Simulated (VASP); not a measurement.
Set up this calculation in VASP 6.6.1, as the native input.

- Task: single point
- Functional: r2SCAN
- Potentials or basis: VASP PAW PBE potentials, release 64 (Yb, Re)
- Cutoff: 520 eV
- k mesh: 10 × 10 × 10
- Occupations: gaussian, width 0.05 eV
- Spin: no spin polarisation
- Dipole correction: no
- Further INCAR settings: ALGO = Normal; EDIFF = 1e-06; NBANDS = 22

YbRe:

```
CELL_PARAMETERS angstrom
3.34987 0.00000 0.00000
0.00000 3.34987 0.00000
0.00000 0.00000 3.34987
ATOMIC_POSITIONS crystal
Yb 0.00000 0.00000 0.00000
Re 0.50000 0.50000 0.50000
```

These files were run (other wordings do the same):

POSCAR

```
YbRe
1.0
    3.3498716754      0.0000000000      0.0000000000
    0.0000000000      3.3498716754      0.0000000000
    0.0000000000      0.0000000000      3.3498716754
Yb Re
1 1
Direct
    0.0000000000      0.0000000000      0.0000000000
    0.5000000000      0.5000000000      0.5000000000
```

INCAR.step1

```
SYSTEM = YbRe
PREC     = Accurate       ! precision mode
ENCUT    = 520            ! plane-wave cutoff, eV
ISMEAR   = 0              ! smearing method
SIGMA    = 0.05           ! smearing width, eV
LREAL    = .FALSE.        ! projectors in reciprocal space
LASPH    = .TRUE.         ! aspherical terms in the spheres
NELM     = 80             ! most SCF steps
NBANDS   = 22             ! bands
GGA      = PE             ! functional
ALGO     = Normal         ! electronic algorithm
EDIFF    = 1E-4           ! SCF threshold, eV
LWAVE    = .TRUE.         ! write WAVECAR
LCHARG   = .FALSE.        ! write CHGCAR
```

INCAR.step2

```
SYSTEM = YbRe
PREC     = Accurate       ! precision mode
ENCUT    = 520            ! plane-wave cutoff, eV
EDIFF    = 1E-6           ! SCF threshold, eV
ISMEAR   = 0              ! smearing method
SIGMA    = 0.05           ! smearing width, eV
LREAL    = .FALSE.        ! projectors in reciprocal space
LASPH    = .TRUE.         ! aspherical terms in the spheres
NELM     = 80             ! most SCF steps
ALGO     = Normal         ! electronic algorithm
ISIF     = 2              ! what is computed and relaxed
LWAVE    = .FALSE.        ! write WAVECAR
LCHARG   = .FALSE.        ! write CHGCAR
METAGGA  = R2SCAN         ! meta-GGA
LMIXTAU  = .TRUE.       
NBANDS   = 22             ! bands
ISTART   = 1
```

KPOINTS

```
Automatic mesh
0
G
  10 10 10
  0 0 0
```

Potentials or basis: VASP PAW PBE potentials, release 64 (Yb, Re).

Launch:

```bash
$ cat potpaw_PBE.64/Yb/POTCAR potpaw_PBE.64/Re/POTCAR > POTCAR
$ cp INCAR.step1 INCAR
$ mpirun -np 1 vasp_std > vasp.out
$ cp INCAR.step2 INCAR
$ mpirun -np 1 vasp_std > vasp.out
```

Results of the run:

```yaml
Pressure: 0.2 GPa
Band_gap_on_the_k_mesh: zero (an odd number of electrons rules out a gap without spin polarisation)
```

Caveat: the PAW data sets were made with another functional, which shifts forces and pressure a little; spin-orbit coupling is left out, which moves the levels of the heavy elements.

It took 3.2 min on 1 thread of AMD EPYC 9R45 96-Core Processor (Zen 5) (shared host), peak memory 0.19 GiB.
